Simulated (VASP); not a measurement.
# P in VASP: notebook

The runs below take P through single point, with PBEsol.

Everything below comes from runs of VASP 6.6.1. Logs are shortened: lines on timing, memory, paths and dates and some standing lists are left out, and cuts for length are marked.

**1. The cell of the first run**

The cell holds a slab with vacuum, 4 atoms: a = 3.284 Å, b = 34.857 Å, c = 4.771 Å, α = 90.00°, β = 90.00°, γ = 90.00°.

**2. Single point, PBEsol (strain +0.0300 x Voigt [0, 0, 1, 0, 0, 0])**

File INCAR:

```
  PREC = Accurate
  ENCUT = 520
  EDIFF = 1E-6
  ISMEAR = 0
  SIGMA = 0.05
  LREAL = False
  LASPH = True
  NELM = 80
  ALGO = Normal
  ISIF = 2
  LWAVE = False
  LCHARG = False
  GGA = PS
  NBANDS = 18
```

File KPOINTS:

```
regular mesh
0
Gamma
  8 1 6
```

File POSCAR:

```
P
1.0
    3.2837277200      0.0000000000      0.0000000000
    0.0000000000     34.8570309900      0.0000000000
    0.0000000000      0.0000000000      4.7710472513
P
4
Direct
    0.0000000000      0.9702614300      0.5921507200
    0.0000000000      0.0297385700      0.4078492800
    0.5000000000      0.0297385700      0.0921507200
    0.5000000000      0.9702614300      0.9078492800
```

Potentials or basis: VASP PAW PBE potentials, release 64 (P).

The run is started by

```
$ cat potpaw_PBE.64/P/POTCAR > POTCAR
$ mpirun -np 1 vasp_std > vasp.out
```

OUTCAR:

```text
PREC = Accurate
   ENCUT = 520
   EDIFF = 1E-6
   ISMEAR = 0
   LREAL = False
   LASPH = True
   NELM = 80
   ISIF = 2
   GGA = PS

 ion  position               nearest neighbor table
   1  0.000  0.970  0.592-   4 2.23   4 2.23   2 2.25
   2  0.000  0.030  0.408-   3 2.23   3 2.23   1 2.25
   3  0.500  0.030  0.092-   2 2.23   2 2.23   4 2.25
   4  0.500  0.970  0.908-   1 2.23   1 2.23   3 2.25

  LATTYP: Found a simple orthorhombic cell.
 ALAT       =     3.2837277200
 B/A-ratio  =     1.4529363145
 C/A-ratio  =    10.6150795566

  Lattice vectors:

 A1 = (  -3.2837277200,   0.0000000000,   0.0000000000)
 A2 = (   0.0000000000,   0.0000000000,   4.7710472513)
 A3 = (   0.0000000000,  34.8570309900,   0.0000000000)

Analysis of symmetry for initial positions (statically):
=====================================================================
 Subroutine PRICEL returns:
 Original cell was already a primitive cell.

 Routine SETGRP: Setting up the symmetry group for a
 simple orthorhombic supercell.

 Subroutine GETGRP returns: Found  8 space group operations
 (whereof  4 operations were pure point group operations)
 out of a pool of  8 trial point group operations.

The static configuration has the point symmetry C_2h.
 The point group associated with its full space group is D_2h.

Analysis of symmetry for dynamics (positions and initial velocities):
=====================================================================
 Subroutine PRICEL returns:
 Original cell was already a primitive cell.

 Routine SETGRP: Setting up the symmetry group for a
 simple orthorhombic supercell.

 Subroutine GETGRP returns: Found  8 space group operations
 (whereof  4 operations were pure point group operations)
 out of a pool of  8 trial point group operations.

The dynamic configuration has the point symmetry C_2h.
 The point group associated with its full space group is D_2h.

 Subroutine INISYM returns: Found  8 space group operations
 (whereof  4 operations are pure point group operations),
 and found     1 'primitive' translations

----------------------------------------------------------------------------------------

                                     Primitive cell

  volume of cell :     546.0988

  direct lattice vectors                    reciprocal lattice vectors
     3.283727720  0.000000000  0.000000000     0.304531948  0.000000000  0.000000000
     0.000000000 34.857030990  0.000000000     0.000000000  0.028688617  0.000000000
     0.000000000  0.000000000  4.771047251     0.000000000  0.000000000  0.209597589

  length of vectors
     3.283727720 34.857030990  4.771047251     0.304531948  0.028688617  0.209597589

  position of ions in fractional coordinates (direct lattice)
     0.000000000  0.970261430  0.592150720
     0.000000000  0.029738570  0.407849280
     0.500000000  0.029738570  0.092150720
     0.500000000  0.970261430  0.907849280

  ion indices of the primitive-cell ions
   primitive index   ion index
                 1           1
                 2           2
                 3           3
                 4           4

----------------------------------------------------------------------------------------

 KPOINTS: regular mesh

Automatic generation of k-mesh.
 Grid dimensions read from file:
 generate k-points for:    8    1    6

 Generating k-lattice:

  Cartesian coordinates                     Fractional coordinates (reciprocal lattice)
     0.038066494  0.000000000  0.000000000     0.125000000  0.000000000  0.000000000
     0.000000000  0.028688617  0.000000000     0.000000000  1.000000000  0.000000000
     0.000000000  0.000000000  0.034932931     0.000000000  0.000000000  0.166666667

  Length of vectors
     0.038066494  0.028688617  0.034932931

  Shift w.r.t. Gamma in fractional coordinates (k-lattice)
     0.000000000  0.000000000  0.000000000

 Subroutine IBZKPT returns following result:
 ===========================================

 Found     20 irreducible k-points:

 Following reciprocal coordinates:
            Coordinates               Weight
  0.000000  0.000000  0.000000      1.000000
  0.125000  0.000000  0.000000      2.000000
  0.250000  0.000000  0.000000      2.000000
  0.375000  0.000000  0.000000      2.000000
  0.500000  0.000000  0.000000      1.000000
  0.000000  0.000000  0.166667      2.000000
[... 12 lines left out ...]
  0.375000  0.000000  0.500000      2.000000
  0.500000  0.000000  0.500000      1.000000
   k-points           NKPTS =     20   k-points in BZ     NKDIM =     20   number of bands    NBANDS=     18
   number of dos      NEDOS =    301   number of ions     NIONS =      4
   total plane-waves  NPLWV = 233280
   dimension x,y,z NGX =    24 NGY =  270 NGZ =   36
   dimension x,y,z NGXF=    48 NGYF=  540 NGZF=   72
   ions per type =               4
   NGX,Y,Z   is equivalent  to a cutoff of  12.15, 12.88, 12.54 a.u.
   NGXF,Y,Z  is equivalent  to a cutoff of  24.30, 25.75, 25.09 a.u.
 SYSTEM =  unknown system
   PREC   = accura    normal or accurate (medium, high low for compatibility)
   ISTART =      0    job   : 0-new  1-cont  2-samecut
   ICHARG =      2    charge: 1-file 2-atom 10-const
   ISPIN  =      1    spin polarized calculation?
   LNONCOLLINEAR =      F non collinear calculations
   LSORBIT =      F    spin-orbit coupling
   LASPH  =      T    aspherical Exc in radial PAW
   ENCUT  =  520.0 eV  38.22 Ry    6.18 a.u.   6.11 64.81  8.87*2*pi/ulx,y,z
   NELM   =     80;   NELMIN=  2; NELMDL= -5     # of ELM steps
   EDIFF  = 0.1E-05   stopping-criterion for ELM
   LREAL  =      F    real-space projection
   EDIFFG = 0.1E-04   stopping-criterion for IOM
   NSW    =      0    number of steps for IOM
   IBRION =     -1    ionic relax: 0-MD 1-quasi-New 2-CG
   NFREE  =      0    steps in history (QN), initial steepest desc. (CG)
   ISIF   =      2    stress and relaxation
   ISYM   =      2    0-nonsym 1-usesym 2-fastsym
   POTIM  = 0.5000    time-step for ionic-motion
   TEBEG  =    0.0;   TEEND  =   0.0 temperature during run
   PSTRESS=    0.0 pullay stress
   NELECT =      20.0000    total number of electrons
   NUPDOWN=      -1.0000    fix difference up-down
   EMIN   =  10.00;   EMAX   =-10.00  energy-range for DOS
   EFERMI =   0.00;   METHOD = LEGACY
   ISMEAR =     0;   SIGMA  =   0.05  broadening in eV -4-tet -1-fermi 0-gaus
   EFERMI_NEDOS =   21; number of points for ismear=-14 and -15
   IALGO  =     38    algorithm
   IMIX   =      4    mixing-type and parameters
     AMIX     =   0.40;   BMIX     =  1.00
     AMIX_MAG =   1.60;   BMIX_MAG =  1.00
  volume/ion in A,a.u.               =     136.52       921.31
  Fermi-wavevector in a.u.,A,eV,Ry     =   0.543660  1.027369  4.021429  0.295567
  Thomas-Fermi vector in A             =   1.572236
   LORBIT       =      0    0 simple, 1 ext, 2 COOP (PROOUT), +10 PAW based schemes
   GGA     = PS    functional components
   LHFCALC =     F    Hartree Fock is set to
   AEXX    =    0.0000 exact exchange contribution
   IVDW    =     0    specifies the selected vdW correction
   LEPSILON=     F    determine dielectric tensor
   LRPA    =     F    only Hartree local field effects (RPA)
 non-spin polarized calculation
 Gauss-broadening in eV      SIGMA  =   0.05
  energy-cutoff  :      520.00
  volume of cell :      546.10
 maximum number of plane-waves:     14780
   NGX = 13   NGY =129   NGZ = 17

 number of electron      20.0000002 magnetization

 Free energy of the ion-electron system (eV)
  ---------------------------------------------------
  ext. energy  EPLUGINS =         0.00000000
  ---------------------------------------------------
  free energy    TOTEN  =       -22.78196212 eV

  energy without entropy =      -22.78196212  energy(sigma->0) =      -22.78196212

 E-fermi :  -3.3833     XC(G=0):  -1.7551

 val. band max:       -3.6208439763   @ k =   0.0000   0.0000   0.0000
 cond. band min:      -2.5494453058   @ k =   0.0000   0.0000   0.0000
 fundamental gap:      1.0713986706
 Fermi energy:        -3.3832984172

 k-point     1 :       0.0000    0.0000    0.0000
  band No.  band energies     occupation
      1     -18.4410      2.00000
      2     -16.0057      2.00000
      3     -12.9474      2.00000
      4      -9.2083      2.00000
      5      -8.3846      2.00000
      6      -8.0742      2.00000
[... 10 lines left out ...]
     17       1.5593      0.00000
     18       1.6998      0.00000

 k-point     2 :       0.1250    0.0000    0.0000
  band No.  band energies     occupation
      1     -18.2542      2.00000
      2     -15.8097      2.00000
      3     -12.9916      2.00000
      4      -9.0714      2.00000
      5      -8.5150      2.00000
      6      -7.9089      2.00000
[... 10 lines left out ...]
     17       1.5306      0.00000
     18       1.7764      0.00000

 k-point     3 :       0.2500    0.0000    0.0000
  band No.  band energies     occupation
      1     -17.7002      2.00000
      2     -15.2245      2.00000
      3     -13.3485      2.00000
      4      -9.5650      2.00000
      5      -8.9179      2.00000
      6      -8.7127      2.00000
[... 10 lines left out ...]
     17       2.0229      0.00000
     18       2.4261      0.00000

 k-point     4 :       0.3750    0.0000    0.0000
  band No.  band energies     occupation
      1     -16.8034      2.00000
      2     -14.3369      2.00000
      3     -14.2597      2.00000
      4     -11.3074      2.00000
      5      -9.1305      2.00000
      6      -8.3976      2.00000
[... 291 lines left out ...]
      4     -11.8664      2.00000
      5      -8.8516      2.00000
      6      -8.8516      2.00000
[... 10 lines left out ...]
     17       2.7728      0.00000
     18       2.7728      0.00000

 k-point    19 :       0.3750    0.0000    0.5000
  band No.  band energies     occupation
      1     -15.9005      2.00000
      2     -15.9005      2.00000
      3     -12.6139      2.00000
      4     -12.6139      2.00000
      5      -9.1071      2.00000
      6      -9.1071      2.00000
[... 10 lines left out ...]
     17       2.9482      0.00000
     18       2.9482      0.00000

 k-point    20 :       0.5000    0.0000    0.5000
  band No.  band energies     occupation
      1     -15.3220      2.00000
      2     -15.3220      2.00000
      3     -13.3286      2.00000
      4     -13.3286      2.00000
      5      -8.4848      2.00000
      6      -8.4848      2.00000
[... 10 lines left out ...]
     17       3.0304      0.00000
     18       3.0304      0.00000

------------------------ aborting loop because EDIFF is reached ----------------------------------------

  FORCE on cell =-STRESS in cart. coord.  units (eV):
  Direction    XX          YY          ZZ          XY          YZ          ZX
  --------------------------------------------------------------------------------------
  -------------------------------------------------------------------------------------
  Total       -1.3701036     -0.1595894     -2.1114775      0.0000000     -0.0000000      0.0000000
  in kB       -4.0196916     -0.4682130     -6.1947786      0.0000000     -0.0000000      0.0000000
  external PRESSURE =      -3.5608944 kB  Pullay stress =       0.0000000 kB

 VOLUME and BASIS-vectors are now :
 -----------------------------------------------------------------------------
  energy-cutoff  :      520.00
  volume of cell :      546.10
      direct lattice vectors                 reciprocal lattice vectors
     3.283727720  0.000000000  0.000000000     0.304531948  0.000000000  0.000000000
     0.000000000 34.857030990  0.000000000     0.000000000  0.028688617  0.000000000
     0.000000000  0.000000000  4.771047251     0.000000000  0.000000000  0.209597589

 POSITION                                       TOTAL-FORCE (eV/Angst)
 -----------------------------------------------------------------------------------
      0.00000     33.82043      2.82518         0.000000      0.035114      0.187628
      0.00000      1.03660      1.94587         0.000000     -0.035114     -0.187628
      1.64186      1.03660      0.43966         0.000000     -0.035114      0.187628
      1.64186     33.82043      4.33139         0.000000      0.035114     -0.187628
 -----------------------------------------------------------------------------------
    total drift:                               -0.000000      0.000000     -0.000000

  FREE ENERGIE OF THE ION-ELECTRON SYSTEM (eV)
  ---------------------------------------------------
  free  energy   TOTEN  =       -22.7819621168 eV

  energy  without entropy=      -22.7819621168  energy(sigma->0) =      -22.78196212
```

Wall time 2.6 min (1 thread of Intel Xeon Platinum 8488C (Sapphire Rapids), shared host); peak memory 0.55 GiB.

Results:

| Item | Value |
| --- | --- |
| Free energy | -22.7820 eV |
| Largest force | 0.191 eV/Å |
| Band gap on the k mesh | 1.07 eV, direct |

Forces on the atoms (eV/Å):
```
P    0.000  0.035  0.188
P    0.000 -0.035 -0.188
P    0.000 -0.035  0.188
P    0.000  0.035 -0.188
```

Caveat: the cell differs from its parent crystal (strain +0.0300 x Voigt [0, 0, 1, 0, 0, 0]); the PAW data sets were made with another functional, which shifts forces and pressure a little.

**3. Single point, PBEsol (strain +0.0350 x Voigt [0, 0, 1, 0, 0, 0])**

File INCAR:

```
  ALGO = Normal
  EDIFF = 1E-6
  ENCUT = 520
  GGA = PS
  ISIF = 2
  ISMEAR = 0
  LASPH = True
  LCHARG = True
  LELF = True
  LREAL = False
  LVHAR = True
  LWAVE = False
  NBANDS = 18
  NELM = 60
  PREC = Accurate
  SIGMA = 0.05
```

File KPOINTS:

```
k-points
0
Gamma
  8 1 6
```

POSCAR: that of step 2 with these lines changed.

```diff
@@ -4,3 +4,3 @@
     0.0000000000     34.8570309900      0.0000000000
-    0.0000000000      0.0000000000      4.7710472513
+    0.0000000000      0.0000000000      4.7942076748
 P
```

Potentials or basis: VASP PAW PBE potentials, release 64 (P).

The run is started by

```
$ cat potpaw_PBE.64/P/POTCAR > POTCAR
$ mpirun -np 1 vasp_std > vasp.out
```

It took 2.8 min on 1 thread of Intel Xeon Platinum 8488C (Sapphire Rapids), shared host; peak memory 0.55 GiB.

The run converged. Its results:

```yaml
Free_energy: -22.7710 eV
Largest_force: 0.262 eV/Å
Band_gap_on_the_k_mesh: 1.10 eV, direct
```

Forces on the atoms (eV/Å):
```
P    0.000  0.049  0.257
P    0.000 -0.049 -0.257
P    0.000 -0.049  0.257
P    0.000  0.049 -0.257
```

Levels at points of the mesh, in eV from the valence-band top:
```csv
k point,band 7,band 8,band 9,band 10,band 11,band 12,band 13,band 14
"(0.00, 0.00, 0.00)",-3.01,-1.49,-1.45,0.00,1.10,1.83,2.81,3.22
"(0.50, 0.00, 0.00)",-2.66,-2.66,-1.83,-1.83,1.14,1.14,2.26,2.26
"(0.00, 0.00, 0.50)",-2.27,-2.27,-1.47,-1.47,2.24,2.24,3.74,3.74
"(0.50, 0.00, 0.50)",-4.37,-4.37,-0.91,-0.91,2.42,2.42,3.42,3.42
```

Caveat: the cell differs from its parent crystal (strain +0.0350 x Voigt [0, 0, 1, 0, 0, 0]); the PAW data sets were made with another functional, which shifts forces and pressure a little.

**4. Single point, PBEsol (strain +0.0400 x Voigt [0, 0, 1, 0, 0, 0])**

File INCAR:

```
PREC = Accurate
ENCUT = 520
EDIFF = 1E-6
ISMEAR = 0
SIGMA = 0.05
LREAL = F
LASPH = T
NELM = 60
ALGO = Normal
ISIF = 2
LWAVE = F
LCHARG = F
GGA = PS
NBANDS = 18
```

File KPOINTS:

```
regular mesh
0
Gamma
  8 1 6
```

POSCAR: that of step 3 with these lines changed.

```diff
@@ -4,3 +4,3 @@
     0.0000000000     34.8570309900      0.0000000000
-    0.0000000000      0.0000000000      4.7942076748
+    0.0000000000      0.0000000000      4.8173680984
 P
```

The run is started by

```
$ cat potpaw_PBE.64/P/POTCAR > POTCAR
$ mpirun -np 1 vasp_std > vasp.out
```

Run time: 2.8 min. Hardware: 1 thread of Intel Xeon Platinum 8488C (Sapphire Rapids), shared host; peak memory 0.57 GiB.

It converged, with:

```yaml
Free_energy: -22.7586 eV
Largest_force: 0.332 eV/Å
Band_gap_on_the_k_mesh: 1.13 eV, direct
```

Forces in eV/Å, atoms in the order of the input:
```
P    0.000  0.062  0.326
P    0.000 -0.062 -0.326
P    0.000 -0.062  0.326
P    0.000  0.062 -0.326
```

Levels at points of the mesh, in eV from the valence-band top:
```tsv
k point	band 8	band 9	band 10	band 11	band 12	band 13
(0.00, 0.00, 0.00)	-1.47	-1.39	0.00	1.13	1.89	2.84
(0.50, 0.00, 0.00)	-2.64	-1.81	-1.81	1.15	1.15	2.27
(0.00, 0.00, 0.50)	-2.21	-1.48	-1.48	2.27	2.27	3.75
(0.50, 0.00, 0.50)	-4.34	-0.89	-0.89	2.43	2.43	3.39
```

Caveat: the cell differs from its parent crystal (strain +0.0400 x Voigt [0, 0, 1, 0, 0, 0]); the PAW data sets were made with another functional, which shifts forces and pressure a little.

**5. Summary**

```tsv
cell	gap on the mesh (eV)	largest force (eV/Å)
a = 3.284, b = 34.857, c = 4.771 Å, 4 atoms	1.07	0.19
a = 3.284, b = 34.857, c = 4.794 Å, 4 atoms	1.10	0.26
a = 3.284, b = 34.857, c = 4.817 Å, 4 atoms	1.13	0.33
```

Alike in all rows: task single point; level PBEsol; potentials or basis VASP PAW PBE potentials, release 64 (P); no spin polarisation; k mesh 8 × 1 × 6; cutoff (eV) 520; smearing gaussian 0.05 eV.

Caveats: the PAW data sets were made with another functional, which shifts forces and pressure a little.

Total energies depend on the potentials used, so only differences within one code and one set of settings carry meaning.
